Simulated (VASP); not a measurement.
Crystal: LiH.

```xyz
2
Lattice="0.0000 2.0368 2.0368 2.0368 0.0000 2.0368 2.0368 2.0368 0.0000" Properties=species:S:1:pos:R:3 pbc="T T T"
Li    0.0000    0.0000    0.0000
H     2.0368    2.0368    2.0368
```

```yaml
Program: VASP 6.6.1
Task: relaxation of cell and atoms
Functional: r2SCAN
Potentials_or_basis: VASP PAW PBE potentials, release 64 (Li_sv, H)
Cutoff: 600 eV
k_mesh: 10 × 10 × 10
Occupations: gaussian, width 0.02 eV
Spin: no spin polarisation
```

At the start: pressure -1.9 GPa; volume 8.45 Å³/atom.

Task: Where does the relaxation end?

Result: Over 5 steps the energy falls by 3.0 meV/atom and the volume is 7.97 Å³/atom (-5.7 %); space group Fm-3m (No. 225, to 0.1 Å) before and after.

Step by step:
| step | energy change (eV) | largest force (eV/Å) | pressure (GPa) | volume (Å³) |
| --- | --- | --- | --- | --- |
| 1 | 0.0000 | 0.0000 | -1.94 | 16.90 |
| 2 | -0.0026 | 0.0000 | -1.36 | 16.65 |
| 3 | -0.0054 | 0.0000 | -0.71 | 16.21 |
| 4 | -0.0037 | 0.0000 | 1.51 | 15.37 |
| 5 | -0.0061 | 0.0000 | -0.06 | 15.93 |

Final structure:
```
CELL_PARAMETERS angstrom
0.00000 1.99709 1.99709
1.99709 0.00000 1.99709
1.99709 1.99709 0.00000
ATOMIC_POSITIONS crystal
Li 0.00000 0.00000 0.00000
H 0.50000 0.50000 0.50000
```

Caveat: the cutoff is under 1.25 times the usual one of these potentials, so pressure, stress and relaxed cells hold a basis-set (Pulay) error; the PAW data sets were made with another functional, which shifts forces and pressure a little.
